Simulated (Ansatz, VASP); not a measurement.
## Two plane-wave programs on AlN

File INCAR:

```
  PREC = Accurate
  ENCUT = 520
  EDIFF = 1E-6
  ISMEAR = 0
  SIGMA = 0.01
  LREAL = False
  LASPH = True
  NELM = 60
  ALGO = Normal
  ISIF = 2
  LWAVE = False
  LCHARG = False
  GGA = CA
  NBANDS = 16
```

KPOINTS

```
regular mesh
0
Gamma
  12 12 4
```

The input POSCAR:

```
AlN
1.0
    3.1130000000      0.0000000000      0.0000000000
   -1.5565000000      2.6959370800      0.0000000000
    0.0000000000      0.0000000000      4.9810000000
Al N
2 2
Direct
    0.3333333333      0.6666666667      0.0000000000
    0.6666666667      0.3333333333      0.5000000000
    0.3333333333      0.6666666667      0.3800000000
    0.6666666667      0.3333333333      0.8800000000
```

Input for Ansatz:

```yaml
crystal:
  lattice:
    - [3.113, 0.0, 0.0]
    - [-1.5565, 2.69593708, 0.0]
    - [0.0, 0.0, 4.981]
  atoms:
    - { symbol: Al, position: [0.3333333333333333, 0.6666666666666666, 0.0] }
    - { symbol: Al, position: [0.6666666666666666, 0.3333333333333333, 0.5] }
    - { symbol: "N", position: [0.3333333333333333, 0.6666666666666666, 0.38] }
    - { symbol: "N", position: [0.6666666666666666, 0.3333333333333333, 0.88] }
basis:
  ecutwfc: 550.0
kpoints:
  mp_grid:
    grid: [12, 12, 4]
hamiltonian:
  xc: lda
scf:
  occupations:
    method: fixed
output:
  stress: true
```

Alike in both runs: task single point; functional LDA; k mesh 12 × 12 × 4; no spin polarisation.

|  | VASP | Ansatz |
| --- | --- | --- |
| version | VASP 6.6.1 | Ansatz 0.2.0 |
| potentials or method | VASP PAW LDA potentials, release 64 (Al, N), cutoff 520 eV | plane waves, PAW |
| occupations | gaussian, width 0.01 eV | fixed |
| valence electrons in the cell | 16 | 16 |

VASP gave:

| Item | Value |
| --- | --- |
| pressure (GPa) | -4.1 |
| traceless stress, the component that is largest in VASP (GPa) | 1.14 |

What did Ansatz give for the same quantities?

Pressure (GPa): -4.6; traceless stress, the component that is largest in VASP (GPa): 1.12.

LDA's correlation is that of Perdew and Zunger in VASP and of Perdew and Wang (1992) in Ansatz.
